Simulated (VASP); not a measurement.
Input of a VASP 6.6.1 run:

File POSCAR:

```
AlN
1.0
    0.0000000000      2.1848764855      2.0633973529
    2.1848764855      0.0000000000      2.0633973529
    2.1848764855      2.1848764855      0.0000000000
Al N
1 1
Direct
    0.0000000000      0.0000000000      0.0000000000
    0.7500000000      0.7500000000      0.7500000000
```

Contents of INCAR.step1:

```
ALGO = Normal ; EDIFF = 1E-5
ENCUT = 520 ; GGA = PE
ISIF = 2 ; ISMEAR = 0
LASPH = True ; LREAL = False
LWAVE = True ; NBANDS = 11
NELM = 80 ; PREC = Accurate
SIGMA = 0.01
```

INCAR.step2

```
ALGO = Normal ; EDIFF = 1E-6
ENCUT = 520 ; GGA = PE
HFSCREEN = 0.2079 ; ISIF = 2
ISMEAR = 0 ; ISTART = 1
LASPH = True ; LCHARG = True
LELF = True ; LHFCALC = True
LREAL = False ; LVHAR = True
LWAVE = False ; NBANDS = 11
NELM = 80 ; PREC = Accurate
PRECFOCK = Normal ; SIGMA = 0.01
```

KPOINTS

```
k-points
0
Gamma
  8 8 8
```

Potentials or basis: VASP PAW PBE potentials, release 64 (Al, N).

The run is started by

```sh
$ cat potpaw_PBE.64/Al/POTCAR potpaw_PBE.64/N/POTCAR > POTCAR
$ cp INCAR.step1 INCAR
$ mpirun -np 1 vasp_std > vasp.out
$ cp INCAR.step2 INCAR
$ mpirun -np 1 vasp_std > vasp.out
```

Problem. Predict the pressure.

Solution. 12.3 GPa.

Problem. Predict the band gap on the k mesh.

Solution. 4.29 eV (least direct gap 5.94 eV).

Stress tensor (GPa, compression positive):
```
10.21  0.00  0.00
 0.00 10.21  0.00
 0.00  0.00 16.48
```

Caveat: the cell differs from its parent crystal (uniaxial z strain -5.6%); the cell stands under pressure; the PAW data sets were made with another functional, which shifts forces and pressure a little. A k mesh can miss the band edges.
